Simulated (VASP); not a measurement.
Cr, 2 atoms in the cell. It takes space group Cmcm (No. 63, orthorhombic). The conventional cell has a = 2.301 Å, b = 4.867 Å, c = 4.227 Å, α = 90.00°, β = 90.00°, γ = 90.00°. Within 3.0 Å of Cr (site symmetry m2m) lie 12 Cr at 2.30 to 2.69 Å. 

- Program: VASP 6.6.1
- Task: single point
- Functional: PBE
- Potentials or basis: VASP PAW PBE potentials, release 64 (Cr_pv)
- Cutoff: 520 eV
- k mesh: 20 × 20 × 10
- Occupations: gaussian, width 0.1 eV
- Spin: no spin polarisation
- Dipole correction: no
- Further INCAR settings: ALGO = Fast; EDIFF = 1e-06; NBANDS = 19

Potentials or basis: VASP PAW PBE potentials, release 64 (Cr_pv).

Launch:

```sh
$ cat potpaw_PBE.64/Cr_pv/POTCAR > POTCAR
$ mpirun -np 1 vasp_std > vasp.out
```

Hardware: 1 thread of Oxide Virtual Turin-like Processor, with other jobs on the host.

Problem. How long does it take, and how much memory?

Solution. It took 7.7 min on 1 thread of Oxide Virtual Turin-like Processor, with other jobs on the host, peak memory 0.3 GiB. Counts: scf iterations 16, k points 666.
